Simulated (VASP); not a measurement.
Wanted: the native input for a VASP 6.6.1 run.

- Task: single point
- Functional: LDA
- Potentials or basis: VASP PAW LDA potentials, release 64 (Hg_sv_GW)
- Cutoff: 500 eV
- k mesh: 19 × 19 × 19
- Occupations: fermi-dirac, width 0.1 eV
- Spin: no spin polarisation
- Dipole correction: no
- Further INCAR settings: ALGO = Normal; EDIFF = 1e-06; NBANDS = 16

The structure of Hg lies in POSCAR:

```
Hg
1.0
    1.7463233735      1.0082402698      2.1478810803
   -1.7463233735      1.0082402698      2.1478810803
    0.0000000000     -2.0164805396      2.1478810803
Hg
1
Direct
    0.0000000000      1.0000000000      0.0000000000
```

The input as run:

INCAR

```
SYSTEM = Hg
  PREC = Accurate
  ENCUT = 500
  EDIFF = 1E-6
  ISMEAR = -1
  SIGMA = 0.1
  LREAL = .FALSE.
  LASPH = .TRUE.
  NELM = 120
  ALGO = Normal
  ISIF = 2
  LWAVE = .FALSE.
  LCHARG = .TRUE.
  GGA = CA
  LELF = .TRUE.
  LVHAR = .TRUE.
  NBANDS = 16
  GGA_COMPAT = .FALSE.
```

KPOINTS

```
Automatic mesh
0
G
  19 19 19
  0 0 0
```

Potentials or basis: VASP PAW LDA potentials, release 64 (Hg_sv_GW).

Run with:

```console
$ cat potpaw_LDA.64/Hg_sv_GW/POTCAR > POTCAR
$ mpirun -np 1 vasp_std > vasp.out
```

It gave:

The pressure is -1.2 GPa and the band gap on the k mesh is zero (bands 10 and 11 overlap by 3.44 eV).

Caveat: spin-orbit coupling is left out, which moves the levels of the heavy elements.

Run time: 97 s on 1 thread of Intel(R) Xeon(R) Platinum 8259CL CPU @ 2.50GHz (Skylake/Cascade Lake) (shared host), peak memory 0.37 GiB.
